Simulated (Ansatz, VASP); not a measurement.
## Se in VASP and in Ansatz

File INCAR:

```
ALGO     = Normal         # electronic algorithm
EDIFF    = 1E-7           # SCF threshold, eV
EDIFFG   = -0.01          # ionic threshold
ENCUT    = 600            # plane-wave cutoff, eV
GGA      = PE             # functional
IBRION   = 2              # ionic algorithm
ISIF     = 3              # what is computed and relaxed
ISMEAR   = -1             # smearing method
LASPH    = True           # aspherical terms in the spheres
LCHARG   = False          # write CHGCAR
LREAL    = False          # projectors in reciprocal space
LWAVE    = False          # write WAVECAR
NELM     = 100            # most SCF steps
NSW      = 80             # ionic steps
PREC     = Accurate       # precision mode
SIGMA    = 0.05           # smearing width, eV
```

The input KPOINTS:

```
k-points
0
Gamma
  5 5 4
```

POSCAR

```
Se
1.0
    4.3661999489      0.0000000000      0.0000000000
   -2.1830999745      3.7812400738      0.0000000000
    0.0000000000      0.0000000000      4.9536000000
Se
3
Direct
    0.2254000000      0.0000000000      0.3333333333
    0.0000000000      0.2254000000      0.6666666667
    0.7746000000      0.7746000000      0.0000000000
```

Input for Ansatz:

```yaml
crystal:
  lattice:
    - [4.3661999489, 0.0, 0.0]
    - [-2.1830999745, 3.7812400738, 0.0]
    - [0.0, 0.0, 4.9536]
  atoms:
    - { symbol: Se, position: [0.2254, 0.0, 0.3333333333] }
    - { symbol: Se, position: [0.0, 0.2254, 0.6666666667] }
    - { symbol: Se, position: [0.7746, 0.7746, 0.0] }
hamiltonian:
  xc: pbe
  pseudopotentials:
    kind: paw
    azcp:
      Se: "pseudopotentials/Se.paw.azcp"
basis:
  ecutwfc: 420
  fft_grid_basis: typed
kpoints:
  mp_grid: { grid: [5, 5, 4], shift: [0, 0, 0] }
magnetization:
  spin_polarized: false
scf:
  occupations: { method: fermi_dirac, width: 0.05 }
relax:
  max_steps: 60
  f_tol: 0.01
  cell: {}
```

Alike in both runs: task relaxation of cell and atoms; functional PBE; k mesh 5 × 5 × 4; occupations fermi-dirac, width 0.05 eV; no spin polarisation.

|  | VASP | Ansatz |
| --- | --- | --- |
| version | VASP 6.6.1 | Ansatz 0.2.0 |
| potentials or method | VASP PAW PBE potentials, release 64 (Se), cutoff 600 eV | plane waves (420 eV) with PAW, scalar-relativistic |
| valence electrons in the cell | 18 | 48 |

VASP gave:

* relaxed volume (Å³/atom): 29.67
* relaxed cell length with the largest relative difference (Å): 4.512

Question: What did Ansatz give for the same quantities?

Answer: Relaxed volume (Å³/atom): 29.76; relaxed cell length with the largest relative difference (Å): 4.520.

VASP's potentials hold 18 valence electrons a cell and Ansatz's 48, so a difference there can come from the potentials and not from the codes.
